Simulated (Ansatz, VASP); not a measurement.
## One calculation of Ru, two programs

```xyz
8
Lattice="0.0000 0.0000 -4.2968 5.4400 0.0000 0.0000 -2.7200 -4.7112 0.0000" Properties=species:S:1:pos:R:3 pbc="T T T"
Ru    4.0800   -0.7852   -3.2226
Ru    1.3600   -0.7852   -3.2226
Ru    2.7200   -3.1408   -3.2226
Ru    0.0000   -3.1408   -3.2226
Ru    0.0000   -1.5704   -1.0742
Ru    2.7200   -1.5704   -1.0742
Ru   -1.3600   -3.9260   -1.0742
Ru    1.3600   -3.9260   -1.0742
```

Alike in both runs: functional PBE; k mesh 8 × 6 × 6; occupations gaussian, width 0.1 eV; no spin polarisation.

Ansatz relaxed the structure, and its values are those at the end. VASP's run is a single point on that final structure, the one shown.

```csv
,VASP,Ansatz
version,VASP 6.6.1,Ansatz 0.2.0
potentials or method,"VASP PAW PBE potentials, release 64 (Ru_pv), cutoff 520 eV","scalar-relativistic, plane waves, PAW"
valence electrons in the cell,112,128
```

|  | VASP | Ansatz | Ansatz less VASP |
| --- | --- | --- | --- |
| gap on the k mesh at the Fermi level (eV) | none | none | - |
| pressure (GPa) | -0.1 | -0.1 | +0.04 |

A gap of «none» marks a metal or a gap that the smearing closes. VASP's potentials hold 112 valence electrons a cell and Ansatz's 128, so a difference there can come from the potentials and not from the codes.
